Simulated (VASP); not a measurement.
Runs of VASP 6.6.1 on NbSi. The structure is that of space group Pm-3m (No. 221), or close to it. The cells are those of the table. The cell was built from a structure type or drawn by symmetry, and may not be a known phase.

```csv
task,spin,cell,k mesh,cutoff (eV),gap on the mesh (eV),pressure (GPa),relaxed volume (Å³/atom)
relaxation of cell and atoms,off,"relaxed from a = 2.849 Å, 2 atoms",6 × 6 × 6,600,none,0.1,(a)
relaxation of cell and atoms,off,"relaxed from a = 3.156 Å, 2 atoms",18 × 18 × 18,600,none,0.1,15.70
single point,off,"a = 3.156 Å, 2 atoms",6 × 6 × 6,520,none,0.1,-
single point,collinear,"a = 3.156 Å, 2 atoms",6 × 6 × 6,520,none,0.1,-
single point,off,"a = 2.849 Å, 2 atoms",6 × 6 × 6,520,none,95.9,-
single point,off,"a = 3.156 Å, 2 atoms",18 × 18 × 18,520,none,-0.2,-
```

Alike in all rows: level PBE; potentials or basis VASP PAW PBE potentials, release 64 (Nb_sv, Si); smearing gaussian 0.1 eV.

Problem. Fill in the values left out.

Solution. (a) 15.72.

Caveats: some runs use coarse meshes; the volume moved by over 15 % at a fixed basis, so the end points are rough (at least some runs).

A k mesh can miss the band edges, and the runs leave out spin-orbit coupling on Nb.

A gap of «none» marks levels without a gap at the run's occupations.
